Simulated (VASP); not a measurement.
A run of VASP 6.6.1:

The input INCAR:

```
SYSTEM = Ca2Se
ALGO = Normal ; EDIFF = 1E-7
ENCUT = 520 ; GGA = PE
ISIF = 2 ; ISMEAR = 0
LASPH = .True. ; LCHARG = .True.
LELF = .True. ; LREAL = .False.
LVHAR = .True. ; LWAVE = .False.
NBANDS = 20 ; NELM = 60
PREC = Accurate ; SIGMA = 0.1
```

The input KPOINTS:

```
k-points
0
Gamma
  4 4 4
  0 0 0
```

File POSCAR:

```
Ca2Se
1.0
    4.2466876730      0.0000000000      0.0000000000
    0.0000000000      4.2466876730      0.0000000000
    0.0000000000      0.0000000000      6.6202340685
Ca Se
2 1
Direct
    0.0000000000      0.5000000000      0.2813533987
    0.5000000000      0.0000000000      0.7186466013
    0.0000000000      0.0000000000      0.0000000000
```

Potentials or basis: VASP PAW PBE potentials, release 64 (Ca_sv, Se).

Launch:

```sh
$ cat potpaw_PBE.64/Ca_sv/POTCAR potpaw_PBE.64/Se/POTCAR > POTCAR
$ mpirun -np 1 vasp_std > vasp.out
```

Hardware: 1 thread of AMD EPYC 7R13 Processor (Zen 3), on a shared host.

Estimate the wall time of this run.

Run time: 65 s on 1 thread of AMD EPYC 7R13 Processor (Zen 3), with other jobs on the host, peak memory 0.19 GiB. Counts: scf iterations 17, k points 18.
